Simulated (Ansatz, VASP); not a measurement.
**Two plane-wave programs on Ru**

```
Ru
1.0
     2.38799    0.00000    0.00000
    -1.19400    2.06806    0.00000
     0.00000    0.00000    3.81552
Ru
2
Direct
  0.33333 0.66667 0.25000
  0.66667 0.33333 0.75000
```

Change from the starting cell: volume scaled by 0.72, PAW files, partial_waves polarizable.

Alike in both runs: task single point; functional LDA; k mesh 18 × 18 × 10; occupations fermi-dirac, width 0.05 eV; no spin polarisation.

```csv
,VASP,Ansatz
version,VASP 6.6.1,Ansatz 0.2.0
potentials or method,"VASP PAW LDA potentials, release 64 (Ru_pv)","PAW with Ansatz's default frozen-core files, scalar-relativistic"
plane-wave cutoff (eV),520,420
valence electrons in the cell,28,32
```

```tsv
	VASP	Ansatz	Ansatz less VASP
pressure (GPa)	262.6	256.4	-6.15
traceless stress, the component that is largest in VASP (GPa)	0.21	-0.07	-0.279
```

LDA's correlation is that of Perdew and Zunger in VASP and of Perdew and Wang (1992) in Ansatz. Both programs put the cell under a high pressure, so it lies far from rest at this level. VASP's potentials hold 28 valence electrons a cell and Ansatz's 32, so a difference there can come from the potentials and not from the codes.

Noted on VASP's run: the cell as given lies far from equilibrium.
